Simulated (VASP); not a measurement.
Set up this calculation in VASP 6.6.1, as the native input.

| Item | Value |
| --- | --- |
| Task | single point |
| Functional | PBE |
| Potentials or basis | VASP PAW PBE potentials, release 64 (Hf_pv, O) |
| Cutoff | 520 eV |
| k mesh | 6 × 6 × 6 |
| Occupations | gaussian, width 0.1 eV |
| Spin | no spin polarisation |
| Dipole correction | no |
| k mesh for the DOS | 9 × 9 × 9 |
| Occupations for the DOS | tetrahedron |
| Further INCAR settings | ALGO = Normal; EDIFF = 1e-06; NBANDS = 49 |

The system is Hf2O.

```
Hf O
1.0
     5.59925    0.00000    0.00000
    -2.79963    4.84910    0.00000
     0.00000    0.00000    5.15561
Hf O
6 3
Direct
  0.66623 0.00000 0.75631
  0.66623 0.66623 0.24369
  0.00000 0.66623 0.75631
  0.33377 0.00000 0.24369
  0.33377 0.33377 0.75631
  0.00000 0.33377 0.24369
  0.00000 0.00000 0.00000
  0.33333 0.66667 0.50000
  0.66667 0.33333 0.50000
```

One way to write it, as run:

POSCAR

```
Hf2O
1.0
    5.5992549822      0.0000000000      0.0000000000
   -2.7996274911      4.8490970569      0.0000000000
    0.0000000000      0.0000000000      5.1556135855
Hf O
6 3
Direct
    0.6662341818      0.0000000000      0.7563107498
    0.6662341818      0.6662341818      0.2436892502
    0.0000000000      0.6662341818      0.7563107498
    0.3337658182      0.0000000000      0.2436892502
    0.3337658182      0.3337658182      0.7563107498
    0.0000000000      0.3337658182      0.2436892502
    0.0000000000      0.0000000000      0.0000000000
    0.3333333333      0.6666666667      0.5000000000
    0.6666666667      0.3333333333      0.5000000000
```

INCAR.step1

```
SYSTEM = Hf2O
  PREC = Accurate
  ENCUT = 520
  EDIFF = 1E-6
  ISMEAR = 0
  SIGMA = 0.1
  LREAL = .False.
  LASPH = .True.
  NELM = 60
  ALGO = Normal
  ISIF = 2
  LWAVE = .False.
  LCHARG = .True.
  LMAXMIX = 4
  GGA = PE
  NBANDS = 49
```

KPOINTS.step1

```
regular mesh
0
Gamma
  6 6 6
  0 0 0
```

INCAR.step2

```
SYSTEM = Hf2O
  PREC = Accurate
  ENCUT = 520
  EDIFF = 1E-6
  ISMEAR = -5
  SIGMA = 0.1
  LREAL = .False.
  LASPH = .True.
  NELM = 60
  ALGO = Normal
  ISIF = 2
  LWAVE = .False.
  LCHARG = .False.
  LMAXMIX = 4
  GGA = PE
  LORBIT = 11
  NBANDS = 49
  NEDOS = 2001
  ICHARG = 11
```

KPOINTS.step2

```
regular mesh
0
Gamma
  9 9 9
  0 0 0
```

Potentials or basis: VASP PAW PBE potentials, release 64 (Hf_pv, O).

Command:

```bash
$ cat potpaw_PBE.64/Hf_pv/POTCAR potpaw_PBE.64/O/POTCAR > POTCAR
$ cp INCAR.step1 INCAR
$ cp KPOINTS.step1 KPOINTS
$ mpirun -np 1 vasp_std > vasp.out
$ cp INCAR.step2 INCAR
$ cp KPOINTS.step2 KPOINTS
$ mpirun -np 1 vasp_std > vasp.out
```

Results of the run:

```yaml
Valence_electrons_inside_the_program's_atomic_spheres: Hf 8.36; O 5.05, 5.03 (each value once)
```

It took 6.8 min on 1 thread of Intel(R) Xeon(R) Platinum 8559C (Emerald Rapids) (shared host), peak memory 0.53 GiB.
